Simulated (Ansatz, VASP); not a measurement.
Be2Cd2O: VASP beside Ansatz

```xyz
5
Lattice="4.5465 0.0000 0.0000 0.0000 4.5465 0.0000 0.0000 0.0000 3.9669" Properties=species:S:1:pos:R:3 pbc="T T T"
Be    2.2733    2.2733    0.9781
Be    2.2733    2.2733    2.9888
Cd    0.0000    2.2733    1.9835
Cd    2.2733    0.0000    1.9835
O     0.0000    0.0000    0.0000
```

Change from the starting cell: species swapped into the CeMg2Si2 type (P4/mmm, No. 123).

Alike in both runs: task single point; functional PBE; k mesh 4 × 4 × 4; occupations gaussian, width 0.1 eV; collinear spin.

|  | VASP | Ansatz |
| --- | --- | --- |
| version | VASP 6.6.1 | Ansatz 0.2.0 |
| potentials or method | VASP PAW PBE potentials, release 64 (Be, Cd, O), cutoff 520 eV | scalar-relativistic, plane waves, PAW |
| valence electrons in the cell | 34 | 50 |

```tsv
	VASP	Ansatz	Ansatz less VASP
gap on the k mesh at the Fermi level (eV)	none	none	-
pressure (GPa)	0.8	0.6	-0.25
traceless stress, the component that is largest in VASP (GPa)	-0.35	-0.32	+0.031
rms of the force components (eV/Å)	0.087	0.097	+0.0101
net moment per atom (μB)	0.29	0.29	0.000
size of the moment on the site where the two differ most (μB)	0.73	0.87	+0.142
```

Site moments also hang on the region over which each program counts them. Atom by atom the forces differ by 0.010 eV/Å (rms over components). A gap of «none» marks a metal or a gap that the smearing closes. VASP's potentials hold 34 valence electrons a cell and Ansatz's 50, so a difference there can come from the potentials and not from the codes.

The k mesh is coarse, so the values compare programs but aren't converged.
